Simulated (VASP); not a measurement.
CS2: relaxation of cell and atoms with PBEsol+D4

CS2:

```
S C
1.0
     3.64579   -2.99431    0.00000
     3.64579    2.99431    0.00000
     0.00000    0.00000    9.85126
S C
4 2
Direct
  0.18152 0.81848 0.88687
  0.31848 0.68152 0.38687
  0.68152 0.31848 0.61313
  0.81848 0.18152 0.11313
  0.50000 0.50000 0.50000
  0.00000 0.00000 0.00000
```

```
Program                : VASP 6.6.1
Task                   : relaxation of cell and atoms
Functional             : PBEsol
Dispersion             : D4
Potentials or basis    : VASP PAW PBE potentials, release 64 (S, C)
Cutoff                 : 600 eV
k mesh                 : 6 × 6 × 3
Occupations            : fermi-dirac, width 0.05 eV
Spin                   : no spin polarisation
Dipole correction      : no
Further INCAR settings : ALGO = Normal; EDIFF = 1e-07; IBRION = 2; EDIFFG = -0.01; NSW = 60; ISIF = 3
```

The relaxed volume is 23.40 Å³/atom and the relaxed cell is a = 3.990 Å, b = 3.990 Å, c = 8.880 Å, α = 90.00°, β = 90.00°, γ = 83.32°. The space group after relaxing (to 0.1 Å) is Cmce (No. 64), the energy gained by relaxing is 44.5 meV/atom and the ionic steps are 28. The pressure after relaxing is 0.0 GPa and the largest force after relaxing is 0.006 eV/Å. The band gap on the k mesh is 2.59 eV and the dispersion energy per atom is -0.112 eV.

Forces in eV/Å, atoms in the order of the input:
```
S    0.000  0.005  0.002
S    0.000 -0.005  0.002
S    0.000  0.005 -0.002
S    0.000 -0.005 -0.002
C    0.000  0.000  0.000
C    0.000  0.000  0.000
```

Step by step:
| step | energy change (eV) | largest force (eV/Å) | pressure (GPa) | volume (Å³) |
| --- | --- | --- | --- | --- |
| 1 | 0.0000 | 0.1328 | -0.79 | 215.09 |
| 2 | 0.0169 | 1.0217 | 1.00 | 209.65 |
| 3 | -0.0053 | 0.2326 | -0.23 | 213.28 |
| 4 | -0.0188 | 0.2339 | -0.23 | 209.64 |
| 5 | -0.0600 | 0.2532 | -0.22 | 198.98 |
| 6 | -0.1426 | 0.3512 | -0.03 | 178.71 |
| 7 | -0.2430 | 0.7821 | 1.67 | 142.19 |
| 8 | -0.2502 | 0.6503 | 1.42 | 141.30 |
| 9 | -0.2629 | 0.2688 | 0.68 | 138.63 |
| 10 | -0.2644 | 0.0968 | 0.34 | 137.40 |
| 11 | -0.2644 | 0.0836 | 0.31 | 137.30 |
| 12 | -0.2646 | 0.0804 | 0.29 | 137.53 |
| 13 | -0.2652 | 0.0704 | 0.23 | 138.20 |
| 14 | -0.2658 | 0.0516 | 0.11 | 139.55 |
| 15 | -0.2653 | 0.0180 | -0.10 | 142.27 |
| 16 | -0.2659 | 0.0424 | 0.05 | 140.32 |
| 17 | -0.2660 | 0.0196 | 0.00 | 140.22 |
| 18 | -0.2660 | 0.0195 | -0.06 | 140.11 |
| 19 | -0.2661 | 0.0192 | -0.05 | 139.96 |
| 20 | -0.2663 | 0.0184 | -0.03 | 139.50 |
| 21 | -0.2664 | 0.0176 | 0.02 | 138.59 |
| 22 | -0.2664 | 0.0178 | 0.01 | 138.85 |
| 23 | -0.2664 | 0.0266 | 0.10 | 138.90 |
| 24 | -0.2664 | 0.0243 | 0.09 | 138.89 |
| 25 | -0.2665 | 0.0231 | 0.09 | 138.96 |
| 26 | -0.2666 | 0.0192 | 0.07 | 139.17 |
| 27 | -0.2668 | 0.0116 | 0.03 | 139.58 |
| 28 | -0.2669 | 0.0057 | -0.04 | 140.40 |

Final structure:
```
CELL_PARAMETERS angstrom
2.98078 -2.65212 0.00000
2.98078 2.65212 0.00000
0.00000 0.00000 8.88030
ATOMIC_POSITIONS crystal
S 0.20174 0.79826 0.87310
S 0.29826 0.70174 0.37310
S 0.70174 0.29826 0.62690
S 0.79826 0.20174 0.12690
C 0.50000 0.50000 0.50000
C 0.00000 0.00000 0.00000
```

Levels at points of the mesh, in eV from the valence-band top:
```csv
k point,band 13,band 14,band 15,band 16,band 17,band 18,band 19,band 20
"(0.00, 0.00, 0.00)",-1.09,-0.85,-0.84,-0.26,2.61,2.79,3.54,3.98
"(0.50, 0.00, 0.00)",-0.71,-0.71,-0.32,-0.32,3.05,3.05,3.55,3.55
"(0.50, 0.50, 0.00)",-1.51,-1.51,-0.61,0.00,2.59,2.93,4.47,4.57
```

It took 18 min on 1 thread of Intel(R) Xeon(R) 6975P-C (Granite Rapids), with other jobs on the host, peak memory 0.43 GiB.

Caveat: the volume moved by over 15 % at a fixed basis, so the end points are rough; the PAW data sets were made with another functional, which shifts forces and pressure a little; an odd mesh through Γ misses points on the zone boundary, where band edges can lie.
